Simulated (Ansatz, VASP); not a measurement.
# One calculation of InSb3, two programs

```
In Sb
1.0
    -4.73348    4.73348    0.00000
     0.00000    4.73348   -4.73348
    -4.73348    0.00000   -4.73348
In Sb
2 6
Direct
  0.50000 0.50000 0.50000
  0.00000 0.00000 0.00000
  0.00000 0.00000 0.50000
  0.50000 0.50000 0.00000
  0.00000 0.50000 0.00000
  0.50000 0.00000 0.50000
  0.00000 0.50000 0.50000
  0.50000 0.00000 0.00000
```

Alike in both runs: task single point; functional PBE; dispersion D3(BJ); k mesh 8 × 8 × 8; occupations gaussian, width 0.15 eV; no spin polarisation.

|  | VASP | Ansatz |
| --- | --- | --- |
| version | VASP 6.6.1 | Ansatz 0.2.0 |
| potentials or method | VASP PAW PBE potentials, release 64 (In_d, Sb), cutoff 520 eV | scalar-relativistic, plane waves, PAW |
| valence electrons in the cell | 56 | 116 |

VASP gave:

```
gap on the k mesh at the Fermi level (eV) : none
pressure (GPa)                            : -0.1
```

**Question.** Estimate Ansatz's values.

**Answer.** gap on the k mesh at the Fermi level (eV): none; pressure (GPa): 0.0.

A gap of «none» marks a metal or a gap that the smearing closes. VASP's potentials hold 56 valence electrons a cell and Ansatz's 116, so a difference there can come from the potentials and not from the codes.

Spin-orbit coupling is off throughout.
